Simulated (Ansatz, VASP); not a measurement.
# CaMg: VASP beside Ansatz

```
Ca Mg
1.0
     1.79603    1.03694    5.40467
    -1.79603    1.03694    5.40467
     0.00000   -2.07387    5.40467
Ca Mg
1 1
Direct
  0.00000 0.00000 0.00000
  0.50000 0.50000 0.50000
```

Alike in both runs: functional LDA; k mesh 15 × 15 × 15; occupations gaussian, width 0.1 eV; no spin polarisation.

Ansatz relaxed the structure, and its values are those at the end. VASP's run is a single point on that final structure, the one shown.

```csv
,VASP,Ansatz
version,VASP 6.6.1,Ansatz 0.2.0
potentials or method,"VASP PAW LDA potentials, release 64 (Ca_sv, Mg), cutoff 520 eV","scalar-relativistic, plane waves, PAW"
valence electrons in the cell,12,20
```

|  | VASP | Ansatz | Ansatz less VASP |
| --- | --- | --- | --- |
| gap on the k mesh at the Fermi level (eV) | none | none | - |
| pressure (GPa) | -0.2 | 0.0 | +0.15 |

LDA's correlation is that of Perdew and Zunger in VASP and of Perdew and Wang (1992) in Ansatz. A gap of «none» marks a metal or a gap that the smearing closes. VASP's potentials hold 12 valence electrons a cell and Ansatz's 20, so a difference there can come from the potentials and not from the codes.
